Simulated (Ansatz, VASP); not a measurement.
# Cs2AgBiBr6: VASP beside Ansatz

```
Bi Ag Cs Br
1.0
     0.00000    5.67292    5.67292
     5.67292    0.00000    5.67292
     5.67292    5.67292    0.00000
Bi Ag Cs Br
1 1 2 6
Cartesian
  0.0000 0.0000 0.0000
  5.6729 5.6729 5.6729
  2.8365 2.8365 2.8365
  8.5094 8.5094 8.5094
  5.6729 2.8427 5.6729
  8.5031 5.6729 5.6729
  5.6729 8.5031 5.6729
  2.8427 5.6729 5.6729
  5.6729 5.6729 2.8427
  5.6729 5.6729 8.5031
```

Alike in both runs: task single point; functional PBE; k mesh 3 × 3 × 3; occupations fermi-dirac, width 0.0232 eV; no spin polarisation.

|  | VASP | Ansatz |
| --- | --- | --- |
| version | VASP 6.6.1 | Ansatz 0.2.0 |
| potentials or method | VASP PAW PBE potentials, release 64 (Bi_d, Ag, Cs_sv, Br), cutoff 520 eV | PAW plane waves |
| valence electrons in the cell | 86 | 94 |

|  | VASP | Ansatz | Ansatz less VASP |
| --- | --- | --- | --- |
| gap on the k mesh at the Fermi level (eV) | 1.92 | 1.91 | -0.004 |
| pressure (GPa) | 1.0 | 1.0 | 0.00 |
| rms of the force components (eV/Å) | 0.083 | 0.081 | -0.0016 |

Atom by atom the forces differ by 0.002 eV/Å (rms over components). With one functional, cell and mesh, what is left measures potentials, basis and numerics. VASP's potentials hold 86 valence electrons a cell and Ansatz's 94, so a difference there can come from the potentials and not from the codes.

Spin-orbit coupling is off throughout.
